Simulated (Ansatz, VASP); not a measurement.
One calculation of KF, two programs

The input INCAR:

```
SYSTEM = KF
  PREC = Accurate
  ENCUT = 520
  EDIFF = 1E-7
  ISMEAR = 0
  SIGMA = 0.05
  LREAL = .FALSE.
  LASPH = .TRUE.
  NELM = 60
  ALGO = Normal
  ISIF = 2
  LWAVE = .FALSE.
  LCHARG = .FALSE.
  GGA = CA
  NBANDS = 15
```

The input KPOINTS:

```
regular mesh
0
G
  8 8 8
  0 0 0
```

POSCAR

```
KF
1.0
    3.2100706750      0.0000000000      0.0000000000
    0.0000000000      3.2100706750      0.0000000000
    0.0000000000      0.0000000000      3.2589550000
K F
1 1
Direct
    0.0000000000      0.0000000000      0.0000000000
    0.5000000000      0.5000000000      0.5000000000
```

Input for Ansatz:

```yaml
crystal:
  lattice:
    - [3.210070675, 0.0, 0.0]
    - [0.0, 3.210070675, 0.0]
    - [0.0, 0.0, 3.258955]
  atoms:
    - { symbol: K, position: [0.0, 0.0, 0.0] }
    - { symbol: F, position: [0.5, 0.5, 0.5] }
basis:
  ecutwfc: 420
kpoints:
  mp_grid: { grid: [8, 8, 8] }
hamiltonian:
  xc: lda
scf:
  occupations: { method: gaussian, width: 0.05 }
output:
  forces: true
  stress: true
  eigenvalues: true
```

Change from the starting cell: strain -0.015 along x and y, +0.000 along z, atoms carried along.

Alike in both runs: task single point; functional LDA; k mesh 8 × 8 × 8; occupations gaussian, width 0.05 eV; no spin polarisation.

|  | VASP | Ansatz |
| --- | --- | --- |
| version | VASP 6.6.1 | Ansatz 0.2.0 |
| potentials or method | VASP PAW LDA potentials, release 64 (K_sv, F), cutoff 520 eV | scalar-relativistic, plane waves, PAW |
| valence electrons in the cell | 16 | 16 |

|  | VASP | Ansatz | Ansatz less VASP |
| --- | --- | --- | --- |
| gap on the k mesh at the Fermi level (eV) | 6.10 | 6.12 | +0.015 |
| least direct gap on the mesh (eV) | 6.15 | 6.16 | +0.014 |
| pressure (GPa) | -5.0 | -5.1 | -0.11 |
| traceless stress, the component that is largest in VASP (GPa) | -0.86 | -0.86 | 0.000 |

LDA's correlation is that of Perdew and Zunger in VASP and of Perdew and Wang (1992) in Ansatz.
